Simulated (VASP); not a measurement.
# Pd (Fm-3m) in VASP: single point with PBEsol+D4

Aim: the single point of Pd with PBEsol+D4.

All numbers are computed with VASP 6.6.1; they aren't measurements. Logs are shortened: lines on timing, memory, paths and dates and some standing lists are left out, and cuts for length are marked.

## 1. The cell of the first run

The structure is cubic, space group Fm-3m (No. 225). The conventional cell has a = 3.856 Å, b = 3.856 Å, c = 3.856 Å, α = 90.00°, β = 90.00°, γ = 90.00°. Pd (site symmetry m-3m) has 12 Pd at 2.73 Å within 3.6 Å.

## 2. Single point, PBEsol+D4

Contents of INCAR:

```
SYSTEM = Pd
ALGO     = Normal         ! electronic algorithm
EDIFF    = 1E-6           ! SCF threshold, eV
ENCUT    = 500            ! plane-wave cutoff, eV
GGA      = PS             ! functional
GGA_COMPAT= .FALSE.      
ISIF     = 2              ! what is computed and relaxed
ISMEAR   = 0              ! smearing method
IVDW     = 13             ! dispersion correction
LASPH    = .TRUE.         ! aspherical terms in the spheres
LCHARG   = .FALSE.        ! write CHGCAR
LREAL    = .FALSE.        ! projectors in reciprocal space
LWAVE    = .FALSE.        ! write WAVECAR
NBANDS   = 11             ! bands
NELM     = 120            ! most SCF steps
PREC     = Accurate       ! precision mode
SIGMA    = 0.1            ! smearing width, eV
```

Contents of KPOINTS:

```
k-points
0
G
  18 18 18
  0 0 0
```

Contents of POSCAR:

```
Pd
1.0
    0.0000000000      1.9282490092      1.9282490092
    1.9282490092      0.0000000000      1.9282490092
    1.9282490092      1.9282490092      0.0000000000
Pd
1
Direct
    0.0000000000      0.0000000000      0.0000000000
```

Potentials or basis: VASP PAW PBE potentials, release 64 (Pd).

Command:

```sh
> cat potpaw_PBE.64/Pd/POTCAR > POTCAR
> mpirun -np 1 vasp_std > vasp.out
```

OUTCAR:

```text
SYSTEM = Pd
   EDIFF = 1E-6
   ENCUT = 500
   GGA = PS
   ISIF = 2
   ISMEAR = 0
   IVDW = 13
   LASPH = .TRUE.
   LREAL = .FALSE.
   NELM = 120
   PREC = Accurate

 ion  position               nearest neighbor table
   1  0.000  0.000  0.000-

  LATTYP: Found a face centered cubic cell.
 ALAT       =     3.8564980184

  Lattice vectors:

 A1 = (   0.0000000000,   1.9282490092,   1.9282490092)
 A2 = (   1.9282490092,   0.0000000000,   1.9282490092)
 A3 = (   1.9282490092,   1.9282490092,   0.0000000000)

Analysis of symmetry for initial positions (statically):
=====================================================================
 Subroutine PRICEL returns:
 Original cell was already a primitive cell.

 Routine SETGRP: Setting up the symmetry group for a
 face centered cubic supercell.

 Subroutine GETGRP returns: Found 48 space group operations
 (whereof 48 operations were pure point group operations)
 out of a pool of 48 trial point group operations.

The static configuration has the point symmetry O_h .

Analysis of symmetry for dynamics (positions and initial velocities):
=====================================================================
 Subroutine PRICEL returns:
 Original cell was already a primitive cell.

 Routine SETGRP: Setting up the symmetry group for a
 face centered cubic supercell.

 Subroutine GETGRP returns: Found 48 space group operations
 (whereof 48 operations were pure point group operations)
 out of a pool of 48 trial point group operations.

The dynamic configuration has the point symmetry O_h .

 Subroutine INISYM returns: Found 48 space group operations
 (whereof 48 operations are pure point group operations),
 and found     1 'primitive' translations

----------------------------------------------------------------------------------------

                                     Primitive cell

  volume of cell :      14.3390

  direct lattice vectors                    reciprocal lattice vectors
     0.000000000  1.928249009  1.928249009    -0.259302610  0.259302610  0.259302610
     1.928249009  0.000000000  1.928249009     0.259302610 -0.259302610  0.259302610
     1.928249009  1.928249009  0.000000000     0.259302610  0.259302610 -0.259302610

  length of vectors
     2.726955900  2.726955900  2.726955900     0.449125294  0.449125294  0.449125294

  position of ions in fractional coordinates (direct lattice)
     0.000000000  0.000000000  0.000000000

  ion indices of the primitive-cell ions
   primitive index   ion index
                 1           1

----------------------------------------------------------------------------------------

 KPOINTS: k-points

Automatic generation of k-mesh.
 Grid dimensions read from file:
 generate k-points for:   18   18   18

 Generating k-lattice:

  Cartesian coordinates                     Fractional coordinates (reciprocal lattice)
    -0.014405701  0.014405701  0.014405701     0.055555556  0.000000000  0.000000000
     0.014405701 -0.014405701  0.014405701     0.000000000  0.055555556  0.000000000
     0.014405701  0.014405701 -0.014405701     0.000000000  0.000000000  0.055555556

  Length of vectors
     0.024951405  0.024951405  0.024951405

  Shift w.r.t. Gamma in fractional coordinates (k-lattice)
     0.000000000  0.000000000  0.000000000

 Subroutine IBZKPT returns following result:
 ===========================================

 Found    195 irreducible k-points:

 Following reciprocal coordinates:
            Coordinates               Weight
  0.000000  0.000000  0.000000      1.000000
  0.055556  0.000000  0.000000      8.000000
  0.111111  0.000000  0.000000      8.000000
  0.166667  0.000000  0.000000      8.000000
  0.222222  0.000000  0.000000      8.000000
  0.277778  0.000000  0.000000      8.000000
[... 16 lines left out ...]
 -0.277778  0.055556  0.000000     24.000000
 -0.222222  0.055556  0.000000     24.000000
 [... further k-points ...]
   k-points           NKPTS =    195   k-points in BZ     NKDIM =    195   number of bands    NBANDS=     11
   number of dos      NEDOS =    301   number of ions     NIONS =      1
   total plane-waves  NPLWV =   8000
   dimension x,y,z NGX =    20 NGY =   20 NGZ =   20
   dimension x,y,z NGXF=    40 NGYF=   40 NGZF=   40
   ions per type =               1
   NGX,Y,Z   is equivalent  to a cutoff of  12.19, 12.19, 12.19 a.u.
   NGXF,Y,Z  is equivalent  to a cutoff of  24.39, 24.39, 24.39 a.u.
 SYSTEM =  Pd
   PREC   = accura    normal or accurate (medium, high low for compatibility)
   ISTART =      0    job   : 0-new  1-cont  2-samecut
   ICHARG =      2    charge: 1-file 2-atom 10-const
   ISPIN  =      1    spin polarized calculation?
   LNONCOLLINEAR =      F non collinear calculations
   LSORBIT =      F    spin-orbit coupling
   LASPH  =      T    aspherical Exc in radial PAW
   ENCUT  =  500.0 eV  36.75 Ry    6.06 a.u.   4.97  4.97  4.97*2*pi/ulx,y,z
   NELM   =    120;   NELMIN=  2; NELMDL= -5     # of ELM steps
   EDIFF  = 0.1E-05   stopping-criterion for ELM
   LREAL  =      F    real-space projection
   EDIFFG = 0.1E-04   stopping-criterion for IOM
   NSW    =      0    number of steps for IOM
   IBRION =     -1    ionic relax: 0-MD 1-quasi-New 2-CG
   NFREE  =      0    steps in history (QN), initial steepest desc. (CG)
   ISIF   =      2    stress and relaxation
   ISYM   =      2    0-nonsym 1-usesym 2-fastsym
   POTIM  = 0.5000    time-step for ionic-motion
   TEBEG  =    0.0;   TEEND  =   0.0 temperature during run
   PSTRESS=    0.0 pullay stress
   NELECT =      10.0000    total number of electrons
   NUPDOWN=      -1.0000    fix difference up-down
   EMIN   =  10.00;   EMAX   =-10.00  energy-range for DOS
   EFERMI =   0.00;   METHOD = LEGACY
   ISMEAR =     0;   SIGMA  =   0.10  broadening in eV -4-tet -1-fermi 0-gaus
   EFERMI_NEDOS =   21; number of points for ismear=-14 and -15
   IALGO  =     38    algorithm
   IMIX   =      4    mixing-type and parameters
     AMIX     =   0.40;   BMIX     =  1.00
     AMIX_MAG =   1.60;   BMIX_MAG =  1.00
  volume/ion in A,a.u.               =      14.34        96.76
  Fermi-wavevector in a.u.,A,eV,Ry     =   1.451783  2.743472 28.676645  2.107674
  Thomas-Fermi vector in A             =   2.569240
   LORBIT       =      0    0 simple, 1 ext, 2 COOP (PROOUT), +10 PAW based schemes
   GGA     = PS    functional components
   LHFCALC =     F    Hartree Fock is set to
   AEXX    =    0.0000 exact exchange contribution
   IVDW    =    13    specifies the selected vdW correction
   LEPSILON=     F    determine dielectric tensor
   LRPA    =     F    only Hartree local field effects (RPA)
 non-spin polarized calculation
 Gauss-broadening in eV      SIGMA  =   0.10
  energy-cutoff  :      500.00
  volume of cell :       14.34
 maximum number of plane-waves:       375
   NGX =  9   NGY =  9   NGZ =  9

 number of electron      10.0000004 magnetization

 Free energy of the ion-electron system (eV)
  ---------------------------------------------------
  ext. energy  EPLUGINS =         0.00000000
  ---------------------------------------------------
  free energy    TOTEN  =        -5.96780456 eV

  energy without entropy =       -5.95654030  energy(sigma->0) =       -5.96217243

 E-fermi :  10.1109     XC(G=0): -13.5567

 val. band max:       10.1101081748   @ k =  -0.4444   0.3889   0.1111
 cond. band min:      10.1124091941   @ k =   0.5000   0.1111   0.0000
 fundamental gap:      0.0023010193
 Fermi energy:        10.1108532278

 k-point     1 :       0.0000    0.0000    0.0000
  band No.  band energies     occupation
      1       2.6433      2.00000
      2       7.1200      2.00000
      3       7.1200      2.00000
      4       7.1200      2.00000
      5       8.8301      2.00000
      6       8.8301      2.00000
      7      27.2420      0.00000
      8      32.1753      0.00000
      9      32.1753      0.00000
     10      32.1753      0.00000
     11      36.1043      0.00000

 k-point     2 :       0.0556    0.0000    0.0000
  band No.  band energies     occupation
      1       2.7587      2.00000
      2       7.0770      2.00000
      3       7.1611      2.00000
      4       7.1611      2.00000
      5       8.8097      2.00000
      6       8.8097      2.00000
      7      27.3731      0.00000
      8      31.4130      0.00000
      9      32.3142      0.00000
     10      32.3142      0.00000
     11      36.1437      0.00000

 k-point     3 :       0.1111    0.0000    0.0000
  band No.  band energies     occupation
      1       3.0919      2.00000
      2       6.9695      2.00000
      3       7.2687      2.00000
      4       7.2687      2.00000
      5       8.7664      2.00000
      6       8.7664      2.00000
      7      27.6803      0.00000
      8      29.8642      0.00000
      9      32.7103      0.00000
     10      32.7103      0.00000
     11      36.1693      0.00000

 k-point     4 :       0.1667    0.0000    0.0000
  band No.  band energies     occupation
      1       3.5943      2.00000
      2       6.8673      2.00000
      3       7.3895      2.00000
      4       7.3895      2.00000
      5       8.7584      2.00000
      6       8.7584      2.00000
      7      27.4900      0.00000
      8      28.6110      0.00000
      9      33.2933      0.00000
     10      33.2933      0.00000
     11      36.2294      0.00000
[... 239 lines left out ...]
 k-point    22 :      -0.3333    0.0556    0.0000
  band No.  band energies     occupation
      1       4.7301      2.00000
      2       7.2110      2.00000
      3       7.2987      2.00000
      4       8.2578      2.00000
      5       9.3733      2.00000
      6      10.1182      0.91757
      7      21.1248      0.00000
      8      27.4340      0.00000
      9      31.4669      0.00000
     10      33.5610      0.00000
     11      36.1167      0.00000

 k-point    23 :      -0.2778    0.0556    0.0000
  band No.  band energies     occupation
      1       4.6874      2.00000
      2       7.2667      2.00000
      3       7.4161      2.00000
      4       7.4829      2.00000
      5       8.9981      2.00000
      6       9.6305      2.00000
      7      23.1653      0.00000
      8      27.9664      0.00000
      9      32.1295      0.00000
     10      35.0810      0.00000
     11      35.4203      0.00000

 k-point    24 :      -0.2222    0.0556    0.0000
  band No.  band energies     occupation
      1       4.3976      2.00000
      2       6.8719      2.00000
      3       7.4605      2.00000
      4       7.4983      2.00000
      5       8.6962      2.00000
      6       9.2496      2.00000
      7      25.2041      0.00000
      8      28.3877      0.00000
      9      32.5764      0.00000
     10      34.8775      0.00000
     11      35.3356      0.00000

 [... further k-points ...]

------------------------ aborting loop because EDIFF is reached ----------------------------------------

  DFT-D4 for vdW energy calculation

  Edisp (eV):   -0.29396

  FORCE on cell =-STRESS in cart. coord.  units (eV):
  Direction    XX          YY          ZZ          XY          YZ          ZX
  --------------------------------------------------------------------------------------
  -------------------------------------------------------------------------------------
  Total      -0.02457    -0.02457    -0.02457     0.00000     0.00000    -0.00000
  in kB      -2.74583    -2.74583    -2.74583     0.00000     0.00000    -0.00000
  external pressure =       -2.75 kB  Pullay stress =        0.00 kB

 VOLUME and BASIS-vectors are now :
 -----------------------------------------------------------------------------
  energy-cutoff  :      500.00
  volume of cell :       14.34
      direct lattice vectors                 reciprocal lattice vectors
     0.000000000  1.928249009  1.928249009    -0.259302610  0.259302610  0.259302610
     1.928249009  0.000000000  1.928249009     0.259302610 -0.259302610  0.259302610
     1.928249009  1.928249009  0.000000000     0.259302610  0.259302610 -0.259302610

 POSITION                                       TOTAL-FORCE (eV/Angst)
 -----------------------------------------------------------------------------------
      0.00000      0.00000      0.00000         0.000000      0.000000      0.000000
 -----------------------------------------------------------------------------------
    total drift:                                0.000000     -0.000000     -0.000000

  FREE ENERGIE OF THE ION-ELECTRON SYSTEM (eV)
  ---------------------------------------------------
  free  energy   TOTEN  =        -6.2617612203 eV

  energy  without entropy=       -6.2504969649  energy(sigma->0) =       -6.25612909
```

Wall time 33 s (1 thread of Intel Xeon 8259CL, shared host); peak memory 0.15 GiB.

What came out:

```
Free energy                : -6.2618 eV
Pressure                   : -0.3 GPa
Band gap on the k mesh     : zero (bands 5 and 6 overlap by 1.66 eV)
Dispersion energy per atom : -0.294 eV
```

Levels at points of the mesh, in eV from the Fermi level:
| k point | band 3 | band 4 | band 5 | band 6 | band 7 | band 8 |
| --- | --- | --- | --- | --- | --- | --- |
| (0.00, 0.00, 0.00) | -2.99 | -2.99 | -1.28 | -1.28 | 17.13 | 22.06 |
| (0.50, 0.00, 0.00) | -3.04 | -0.02 | -0.02 | 0.85 | 7.49 | 16.50 |
| (0.50, 0.50, 0.00) | -0.04 | 0.31 | 0.31 | 3.24 | 11.01 | 13.26 |

Caveat: the PAW data sets were made with another functional, which shifts forces and pressure a little.
